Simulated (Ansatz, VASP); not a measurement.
RbBr: VASP beside Ansatz

```
Rb Br
1.0
     0.00000    3.42750    3.42750
     3.17044    0.00000    3.42750
     3.17044    3.42750    0.00000
Rb Br
1 1
Direct
  0.00000 0.00000 0.00000
  0.50000 0.50000 0.50000
```

Change from the starting cell: strain -0.0750 x Voigt [1, 0, 0, 0, 0, 0], atoms carried along.

Alike in both runs: task single point; functional LDA; k mesh 6 × 6 × 6; occupations gaussian, width 0.05 eV; no spin polarisation.

|  | VASP | Ansatz |
| --- | --- | --- |
| version | VASP 6.6.1 | Ansatz 0.2.0 |
| potentials or method | VASP PAW LDA potentials, release 64 (Rb_sv, Br), cutoff 520 eV | scalar-relativistic, plane waves, PAW |
| valence electrons in the cell | 16 | 16 |

```csv
,VASP,Ansatz,Ansatz less VASP
gap on the k mesh at the Fermi level (eV),4.01,4.00,-0.008
least direct gap on the mesh (eV),4.01,4.00,-0.008
pressure (GPa),0.4,0.3,-0.07
"traceless stress, the component that is largest in VASP (GPa)",2.56,2.52,-0.047
```

LDA's correlation is that of Perdew and Zunger in VASP and of Perdew and Wang (1992) in Ansatz.
